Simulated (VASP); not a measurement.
Write the native input for VASP 6.6.1 that does the following.

| Quantity | Value |
| --- | --- |
| Task | single point |
| Functional | PBE |
| Potentials or basis | VASP PAW PBE potentials, release 64 (Ta_pv) |
| Cutoff | 520 eV |
| k mesh | 14 × 14 × 14 |
| Occupations | fermi-dirac, width 0.08 eV |
| Spin | no spin polarisation |
| Dipole correction | no |
| Further INCAR settings | ALGO = Normal; EDIFF = 1e-06; NBANDS = 12 |

The structure of Ta lies in POSCAR:

```
Ta
1.0
    2.2073156731      0.0000000000      0.0000000000
    0.0000000000      2.2073156731      0.0000000000
    0.0000000000      0.0000000000      2.2073156731
Ta
1
Direct
    0.0000000000      0.0000000000      0.0000000000
```

This cell differs from its parent crystal: volume scaled by 0.52.

The input as run:

INCAR

```
SYSTEM = Ta
  PREC = Accurate
  ENCUT = 520
  EDIFF = 1E-6
  ISMEAR = -1
  SIGMA = 0.08
  LREAL = .False.
  LASPH = .True.
  NELM = 80
  ALGO = Normal
  ISIF = 2
  LWAVE = .False.
  LCHARG = .True.
  GGA = PE
  LELF = .True.
  LVHAR = .True.
  NBANDS = 12
```

KPOINTS

```
regular mesh
0
Gamma
  14 14 14
  0 0 0
```

Potentials or basis: VASP PAW PBE potentials, release 64 (Ta_pv).

The run is started by

```console
$ cat potpaw_PBE.64/Ta_pv/POTCAR > POTCAR
$ mpirun -np 1 vasp_std > vasp.out
```

Results of the run:

```
Pressure : 349.2 GPa
```

It took 5.4 s on 1 thread of AMD EPYC 9R45 96-Core Processor (Zen 5), with other jobs on the host, peak memory 0.09 GiB.
